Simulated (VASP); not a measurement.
Pd: single point with PBE+U

Pd:

```xyz
1
Lattice="0.0000 1.9449 1.9449 1.9449 0.0000 1.9449 1.9449 1.9449 0.0000" Properties=species:S:1:pos:R:3 pbc="T T T"
Pd    0.0000    0.0000    0.0000
```

```json
{"Program": "VASP 6.6.1", "Task": "single point", "Functional": "PBE", "Potentials or basis": "VASP PAW PBE potentials, release 64 (Pd)", "Cutoff": "520 eV", "k mesh": "18 × 18 × 18", "Occupations": "fermi-dirac, width 0.05 eV", "Spin": "no spin polarisation", "Hubbard terms": "Pd d U = 4.0 eV"}
```

The pressure is -2.7 GPa and the band gap on the k mesh is zero (band 5 reaches 8.91 eV, above the bottom of band 6 at 7.05 eV).

Levels at points of the mesh, in eV from the Fermi level:
```csv
k point,band 3,band 4,band 5,band 6,band 7,band 8
"(0.00, 0.00, 0.00)",-2.88,-2.88,-1.50,-1.50,18.49,23.26
"(0.50, 0.00, 0.00)",-3.07,-0.10,-0.10,2.30,8.04,17.82
"(0.50, 0.50, 0.00)",-0.30,0.31,0.31,4.66,11.24,14.52
```

Eigenvalues of the final occupation matrices:
| site | spin | trace | eigenvalues |
| --- | --- | --- | --- |
| site 1 d | 1 | 4.47 | 0.87 0.87 0.87 0.93 0.93 |
| site 1 d | 2 | 4.47 | 0.87 0.87 0.87 0.93 0.93 |

It took 27 s on 1 thread of AMD EPYC 7R13 Processor (Zen 3), on a shared host, peak memory 0.11 GiB.

Caveat: U without spin polarisation on a metal has little footing; the U is typed as a test and isn't derived for this compound.
